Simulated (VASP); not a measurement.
Crystal: SnTe.

```
Sn Te
1.0
     0.00000    3.15085    3.15085
     3.15085    0.00000    3.15085
     3.15085    3.15085    0.00000
Sn Te
1 1
Direct
  0.00000 0.00000 0.00000
  0.50000 0.50000 0.50000
```

- Program: VASP 6.6.1
- Task: relaxation of cell and atoms
- Functional: PBE
- Potentials or basis: VASP PAW PBE potentials, release 64 (Sn_d, Te)
- Cutoff: 600 eV
- k mesh: 10 × 10 × 10
- Occupations: gaussian, width 0.01 eV
- Spin: no spin polarisation

At the start: pressure 2.2 GPa; volume 31.28 Å³/atom.

Question: How do energy, volume and symmetry change on relaxing?

Answer: Over 3 steps the energy falls by 11.1 meV/atom and the volume is 32.93 Å³/atom (+5.3 %); space group Fm-3m (No. 225, to 0.05 Å).

Step by step:
```csv
step,energy change (eV),largest force (eV/Å),pressure (GPa),volume (Å³)
1,0.0000,0.0000,2.23,62.56
2,-0.0211,0.0000,-0.43,66.60
3,-0.0221,0.0000,0.00,65.86
```

Final structure:
```
Sn Te
1.0
     0.00000    3.20519    3.20519
     3.20519    0.00000    3.20519
     3.20519    3.20519    0.00000
Sn Te
1 1
Direct
  0.00000 0.00000 0.00000
  0.50000 0.50000 0.50000
```
